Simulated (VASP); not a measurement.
# Sn (Fd-3m) in VASP: single point with PBE

Aim: the single point of Sn with PBE.

All numbers are computed with VASP 6.6.1; they aren't measurements. Logs are shortened: lines on timing, memory, paths and dates and some standing lists are left out, and cuts for length are marked.

## 1. The cell of the first run

It takes space group Fd-3m (No. 227, cubic). The conventional cell has a = 6.655 Å, b = 6.655 Å, c = 6.655 Å, α = 90.00°, β = 90.00°, γ = 90.00°. Sn (site symmetry -43m) has 4 Sn at 2.88 Å within 3.8 Å.

This isn't the form of Sn at room conditions, which is tetragonal (white tin).

## 2. Single point, PBE

INCAR

```
SYSTEM = Sn
  PREC = Accurate
  ENCUT = 520
  EDIFF = 1E-6
  ISMEAR = -1
  SIGMA = 0.06122561905347299
  LREAL = .False.
  LASPH = .True.
  NELM = 80
  ALGO = Normal
  ISIF = 2
  LWAVE = .False.
  LCHARG = .False.
  GGA = PE
  NBANDS = 21
```

KPOINTS

```
regular mesh
0
Gamma
  28 28 28
  0 0 0
```

POSCAR

```
Sn
1.0
    0.0000000000      3.3274830819      3.3274830819
    3.3274830819      0.0000000000      3.3274830819
    3.3274830819      3.3274830819      0.0000000000
Sn
2
Direct
    0.0000000000      0.0000000000      0.0000000000
    0.2500000000      0.2500000000      0.2500000000
```

Potentials or basis: VASP PAW PBE potentials, release 64 (Sn_d).

The run is started by

```
> cat potpaw_PBE.64/Sn_d/POTCAR > POTCAR
> mpirun -np 1 vasp_std > vasp.out
```

OUTCAR:

```text
SYSTEM = Sn
   PREC = Accurate
   ENCUT = 520
   EDIFF = 1E-6
   ISMEAR = -1
   LREAL = .False.
   LASPH = .True.
   NELM = 80
   ISIF = 2
   GGA = PE

 ion  position               nearest neighbor table
   1  0.000  0.000  0.000-   2 2.88   2 2.88   2 2.88   2 2.88
   2  0.250  0.250  0.250-   1 2.88   1 2.88   1 2.88   1 2.88

  LATTYP: Found a face centered cubic cell.
 ALAT       =     6.6549661638

  Lattice vectors:

 A1 = (   0.0000000000,   3.3274830819,   3.3274830819)
 A2 = (   3.3274830819,   0.0000000000,   3.3274830819)
 A3 = (   3.3274830819,   3.3274830819,   0.0000000000)

Analysis of symmetry for initial positions (statically):
=====================================================================
 Subroutine PRICEL returns:
 Original cell was already a primitive cell.

 Routine SETGRP: Setting up the symmetry group for a
 face centered cubic supercell.

 Subroutine GETGRP returns: Found 48 space group operations
 (whereof 24 operations were pure point group operations)
 out of a pool of 48 trial point group operations.

The static configuration has the point symmetry T_d .
 The point group associated with its full space group is O_h .

Analysis of symmetry for dynamics (positions and initial velocities):
=====================================================================
 Subroutine PRICEL returns:
 Original cell was already a primitive cell.

 Routine SETGRP: Setting up the symmetry group for a
 face centered cubic supercell.

 Subroutine GETGRP returns: Found 48 space group operations
 (whereof 24 operations were pure point group operations)
 out of a pool of 48 trial point group operations.

The dynamic configuration has the point symmetry T_d .
 The point group associated with its full space group is O_h .

 Subroutine INISYM returns: Found 48 space group operations
 (whereof 24 operations are pure point group operations),
 and found     1 'primitive' translations

----------------------------------------------------------------------------------------

                                     Primitive cell

  volume of cell :      73.6847

  direct lattice vectors                    reciprocal lattice vectors
     0.000000000  3.327483082  3.327483082    -0.150263724  0.150263724  0.150263724
     3.327483082  0.000000000  3.327483082     0.150263724 -0.150263724  0.150263724
     3.327483082  3.327483082  0.000000000     0.150263724  0.150263724 -0.150263724

  length of vectors
     4.705771703  4.705771703  4.705771703     0.260264405  0.260264405  0.260264405

  position of ions in fractional coordinates (direct lattice)
     0.000000000  0.000000000  0.000000000
     0.250000000  0.250000000  0.250000000

  ion indices of the primitive-cell ions
   primitive index   ion index
                 1           1
                 2           2

----------------------------------------------------------------------------------------

 KPOINTS: regular mesh

Automatic generation of k-mesh.
 Grid dimensions read from file:
 generate k-points for:   28   28   28

 Generating k-lattice:

  Cartesian coordinates                     Fractional coordinates (reciprocal lattice)
    -0.005366562  0.005366562  0.005366562     0.035714286  0.000000000  0.000000000
     0.005366562 -0.005366562  0.005366562     0.000000000  0.035714286  0.000000000
     0.005366562  0.005366562 -0.005366562     0.000000000  0.000000000  0.035714286

  Length of vectors
     0.009295157  0.009295157  0.009295157

  Shift w.r.t. Gamma in fractional coordinates (k-lattice)
     0.000000000  0.000000000  0.000000000

 Subroutine IBZKPT returns following result:
 ===========================================

 Found    624 irreducible k-points:

 Following reciprocal coordinates:
            Coordinates               Weight
  0.000000  0.000000  0.000000      1.000000
  0.035714  0.000000  0.000000      8.000000
  0.071429  0.000000  0.000000      8.000000
  0.107143  0.000000  0.000000      8.000000
  0.142857  0.000000  0.000000      8.000000
  0.178571  0.000000  0.000000      8.000000
[... 16 lines left out ...]
  0.285714  0.035714  0.000000     24.000000
  0.321429  0.035714  0.000000     24.000000
 [... further k-points ...]
   k-points           NKPTS =    624   k-points in BZ     NKDIM =    624   number of bands    NBANDS=     21
   number of dos      NEDOS =    301   number of ions     NIONS =      2
   total plane-waves  NPLWV =  46656
   dimension x,y,z NGX =    36 NGY =   36 NGZ =   36
   dimension x,y,z NGXF=    72 NGYF=   72 NGZF=   72
   ions per type =               2
   NGX,Y,Z   is equivalent  to a cutoff of  12.72, 12.72, 12.72 a.u.
   NGXF,Y,Z  is equivalent  to a cutoff of  25.44, 25.44, 25.44 a.u.
 SYSTEM =  Sn
   PREC   = accura    normal or accurate (medium, high low for compatibility)
   ISTART =      0    job   : 0-new  1-cont  2-samecut
   ICHARG =      2    charge: 1-file 2-atom 10-const
   ISPIN  =      1    spin polarized calculation?
   LNONCOLLINEAR =      F non collinear calculations
   LSORBIT =      F    spin-orbit coupling
   LASPH  =      T    aspherical Exc in radial PAW
   ENCUT  =  520.0 eV  38.22 Ry    6.18 a.u.   8.75  8.75  8.75*2*pi/ulx,y,z
   NELM   =     80;   NELMIN=  2; NELMDL= -5     # of ELM steps
   EDIFF  = 0.1E-05   stopping-criterion for ELM
   LREAL  =      F    real-space projection
   EDIFFG = 0.1E-04   stopping-criterion for IOM
   NSW    =      0    number of steps for IOM
   IBRION =     -1    ionic relax: 0-MD 1-quasi-New 2-CG
   NFREE  =      0    steps in history (QN), initial steepest desc. (CG)
   ISIF   =      2    stress and relaxation
   ISYM   =      2    0-nonsym 1-usesym 2-fastsym
   POTIM  = 0.5000    time-step for ionic-motion
   TEBEG  =    0.0;   TEEND  =   0.0 temperature during run
   PSTRESS=    0.0 pullay stress
   NELECT =      28.0000    total number of electrons
   NUPDOWN=      -1.0000    fix difference up-down
   EMIN   =  10.00;   EMAX   =-10.00  energy-range for DOS
   EFERMI =   0.00;   METHOD = LEGACY
   ISMEAR =    -1;   SIGMA  =   0.06  broadening in eV -4-tet -1-fermi 0-gaus
   EFERMI_NEDOS =   21; number of points for ismear=-14 and -15
   IALGO  =     38    algorithm
   IMIX   =      4    mixing-type and parameters
     AMIX     =   0.40;   BMIX     =  1.00
     AMIX_MAG =   1.60;   BMIX_MAG =  1.00
  volume/ion in A,a.u.               =      36.84       248.62
  Fermi-wavevector in a.u.,A,eV,Ry     =   1.185773  2.240787 19.130584  1.406058
  Thomas-Fermi vector in A             =   2.321960
   LORBIT       =      0    0 simple, 1 ext, 2 COOP (PROOUT), +10 PAW based schemes
   GGA     = PE    functional components
   LHFCALC =     F    Hartree Fock is set to
   AEXX    =    0.0000 exact exchange contribution
   IVDW    =     0    specifies the selected vdW correction
   LEPSILON=     F    determine dielectric tensor
   LRPA    =     F    only Hartree local field effects (RPA)
 non-spin polarized calculation
  energy-cutoff  :      520.00
  volume of cell :       73.68
 maximum number of plane-waves:      2012
   NGX = 17   NGY = 17   NGZ = 17

 number of electron      28.0000007 magnetization

 Free energy of the ion-electron system (eV)
  ---------------------------------------------------
  ext. energy  EPLUGINS =         0.00000000
  ---------------------------------------------------
  free energy    TOTEN  =        -7.69398211 eV

  energy without entropy =       -7.69188111  energy(sigma->0) =       -7.69293161

 E-fermi :   4.8849     XC(G=0):  -8.5495

 val. band max:        4.8662487390   @ k =   0.0714   0.0000   0.0000
 cond. band min:       4.8866847146   @ k =   0.0357   0.0357   0.0000
 fundamental gap:      0.0204359756
 Fermi energy:         4.8849203777

 k-point     1 :       0.0000    0.0000    0.0000
  band No.  band energies     occupation
      1     -16.6785      2.00000
      2     -16.6785      2.00000
      3     -16.6785      2.00000
      4     -16.6287      2.00000
      5     -16.6287      2.00000
      6     -16.3763      2.00000
[... 13 lines left out ...]
     20      12.6562      0.00000
     21      12.6562      0.00000

 k-point     2 :       0.0357    0.0000    0.0000
  band No.  band energies     occupation
      1     -16.6794      2.00000
      2     -16.6794      2.00000
      3     -16.6782      2.00000
      4     -16.6275      2.00000
      5     -16.6275      2.00000
      6     -16.3816      2.00000
[... 13 lines left out ...]
     20      12.4858      0.00000
     21      12.4858      0.00000

 k-point     3 :       0.0714    0.0000    0.0000
  band No.  band energies     occupation
      1     -16.6819      2.00000
      2     -16.6819      2.00000
      3     -16.6775      2.00000
      4     -16.6242      2.00000
      5     -16.6242      2.00000
      6     -16.3878      2.00000
[... 13 lines left out ...]
     20      12.2233      0.00000
     21      12.2233      0.00000

 k-point     4 :       0.1071    0.0000    0.0000
  band No.  band energies     occupation
      1     -16.6853      2.00000
      2     -16.6853      2.00000
      3     -16.6762      2.00000
      4     -16.6194      2.00000
      5     -16.6194      2.00000
      6     -16.3940      2.00000
[... 13 lines left out ...]
     20      11.9890      0.00000
     21      11.9890      0.00000

 k-point     5 :       0.1429    0.0000    0.0000
  band No.  band energies     occupation
      1     -16.6890      2.00000
      2     -16.6890      2.00000
      3     -16.6744      2.00000
      4     -16.6138      2.00000
      5     -16.6138      2.00000
      6     -16.4000      2.00000
[... 13 lines left out ...]
     20      11.8061      0.00000
     21      11.8061      0.00000
[... 382 lines left out ...]
     20      11.4456      0.00000
     21      11.8862      0.00000

 k-point    22 :       0.2500    0.0357    0.0000
  band No.  band energies     occupation
      1     -16.7002      2.00000
      2     -16.6971      2.00000
      3     -16.6680      2.00000
      4     -16.6008      2.00000
      5     -16.5948      2.00000
      6     -16.4210      2.00000
[... 13 lines left out ...]
     20      11.5130      0.00000
     21      11.8987      0.00000

 k-point    23 :       0.2857    0.0357    0.0000
  band No.  band energies     occupation
      1     -16.7030      2.00000
      2     -16.6999      2.00000
      3     -16.6652      2.00000
      4     -16.5958      2.00000
      5     -16.5898      2.00000
      6     -16.4249      2.00000
[... 13 lines left out ...]
     20      11.6063      0.00000
     21      11.9960      0.00000

 k-point    24 :       0.3214    0.0357    0.0000
  band No.  band energies     occupation
      1     -16.7054      2.00000
      2     -16.7023      2.00000
      3     -16.6623      2.00000
      4     -16.5914      2.00000
      5     -16.5857      2.00000
      6     -16.4280      2.00000
[... 13 lines left out ...]
     20      11.7741      0.00000
     21      12.1754      0.00000

 [... further k-points ...]
[... 5 lines left out ...]
  --------------------------------------------------------------------------------------
  -------------------------------------------------------------------------------------
  Total       -0.0236824     -0.0236824     -0.0236824      0.0000000      0.0000000     -0.0000000
  in kB       -0.5149418     -0.5149418     -0.5149418      0.0000000      0.0000000     -0.0000000
  external PRESSURE =      -0.5149418 kB  Pullay stress =       0.0000000 kB

 VOLUME and BASIS-vectors are now :
 -----------------------------------------------------------------------------
  energy-cutoff  :      520.00
  volume of cell :       73.68
      direct lattice vectors                 reciprocal lattice vectors
     0.000000000  3.327483082  3.327483082    -0.150263724  0.150263724  0.150263724
     3.327483082  0.000000000  3.327483082     0.150263724 -0.150263724  0.150263724
     3.327483082  3.327483082  0.000000000     0.150263724  0.150263724 -0.150263724

 POSITION                                       TOTAL-FORCE (eV/Angst)
 -----------------------------------------------------------------------------------
      0.00000      0.00000      0.00000        -0.000000     -0.000000     -0.000000
      1.66374      1.66374      1.66374         0.000000      0.000000      0.000000
 -----------------------------------------------------------------------------------
    total drift:                                0.000000      0.000000      0.000000

  FREE ENERGIE OF THE ION-ELECTRON SYSTEM (eV)
  ---------------------------------------------------
  free  energy   TOTEN  =        -7.6939821121 eV

  energy  without entropy=       -7.6918811113  energy(sigma->0) =       -7.69293161
```

Wall time 7.3 min (1 thread of Oxide Virtual Turin-like, shared host); peak memory 0.76 GiB.

Results:

| Property | Result |
| --- | --- |
| Free energy | -7.6940 eV |
| Pressure | -0.1 GPa |
| Band gap on the k mesh | zero (bands 14 and 15 overlap by 0.23 eV) |

Levels at points of the mesh, in eV from the Fermi level:
```
           k point  band 10  band 11  band 12  band 13  band 14  band 15  band 16  band 17  band 18  band 19
(0.00, 0.00, 0.00)   -21.26   -10.13    -1.16     0.08     0.08     0.08     2.14     2.14     2.14     4.95
(0.50, 0.00, 0.00)   -21.22    -8.66    -6.05    -1.02    -1.02    -0.16     3.19     3.19     5.68     8.18
(0.50, 0.50, 0.00)   -21.20    -7.28    -7.28    -2.24    -2.24     0.89     0.89     7.24     7.24     8.76
```

Caveat: spin-orbit coupling is left out, which moves the levels of the heavy elements.
